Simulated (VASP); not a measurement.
## TiAl6N8 (a cell with a defect): single point with PBE+D3(BJ)

TiAl6N8 (a cell with a defect):

```
Al N Ti
1.0
    -3.08100   -5.33645    0.00000
     4.62150   -2.66822    0.00000
     0.00000    0.00000    5.03100
Al N Ti
6 8 1
Direct
  0.49712 0.33445 0.01770
  0.49479 0.65966 0.49541
  0.25505 0.83859 0.00877
  0.00455 0.66856 0.49236
  0.74657 0.83130 0.00517
  0.74429 0.16933 0.49810
  0.52039 0.34443 0.37513
  0.50244 0.66626 0.87503
  0.25042 0.79864 0.36540
  0.25342 0.16741 0.91074
  0.98032 0.34304 0.37299
  0.99932 0.67980 0.87189
  0.75026 0.83854 0.37967
  0.74494 0.15996 0.87727
  0.00613 0.33336 0.01039
```

| Item | Value |
| --- | --- |
| Program | VASP 6.6.1 |
| Task | single point |
| Functional | PBE |
| Dispersion | D3(BJ) |
| Potentials or basis | VASP PAW PBE potentials, release 64 (Al, N, Ti_sv) |
| Cutoff | 520 eV |
| k mesh | 2 × 2 × 2 |
| Occupations | gaussian, width 0.02 eV |
| Spin | no spin polarisation |

```json
{"Largest force": "0.039 eV/Å", "Dispersion energy per atom": "-0.258 eV"}
```

Forces on the atoms (eV/Å):
```
Al   0.005  0.000 -0.013
Al   0.005  0.002  0.002
Al  -0.007  0.006  0.000
Al  -0.001  0.001  0.000
Al  -0.006  0.004  0.005
Al  -0.009 -0.003  0.006
N   -0.001 -0.007  0.000
N    0.001  0.002 -0.002
N   -0.005 -0.002  0.002
N   -0.023 -0.018 -0.003
N    0.002  0.003  0.024
N    0.008 -0.013 -0.005
N    0.000  0.003  0.006
N   -0.004  0.011 -0.007
Ti   0.035  0.011 -0.014
```

Levels at points of the mesh, in eV from the Fermi level:
| k point | band 34 | band 35 | band 36 | band 37 | band 38 | band 39 |
| --- | --- | --- | --- | --- | --- | --- |
| (0.00, 0.00, 0.00) | -1.52 | -0.74 | -0.21 | 2.14 | 2.38 | 2.59 |
| (0.50, 0.00, 0.00) | -1.34 | -0.97 | -0.67 | 2.20 | 2.28 | 2.70 |
| (0.00, 0.50, 0.00) | -1.70 | -0.90 | -0.17 | 1.90 | 2.15 | 2.84 |
| (0.50, 0.50, 0.00) | -1.47 | -1.39 | -0.30 | 1.98 | 2.35 | 2.82 |
| (0.00, 0.00, 0.50) | -0.93 | -0.71 | -0.29 | 2.17 | 2.37 | 2.66 |
| (0.50, 0.00, 0.50) | -1.54 | -0.85 | -0.10 | 2.22 | 2.29 | 2.82 |
| (0.00, 0.50, 0.50) | -1.30 | -0.82 | -0.26 | 2.15 | 2.26 | 2.73 |
| (0.50, 0.50, 0.50) | -1.85 | -0.64 | -0.30 | 2.07 | 2.34 | 2.65 |

Run time: 93 s on 1 thread of Intel(R) Xeon(R) Platinum 8259CL CPU @ 2.50GHz (Skylake/Cascade Lake), on a shared host, peak memory 0.28 GiB.

Caveat: the k points lie up to 0.62 Å⁻¹ apart; the cell carries a net charge on a neutralising background, which shifts energy and pressure; the cell is charged against a uniform background, so pressure and absolute levels hang on convention.
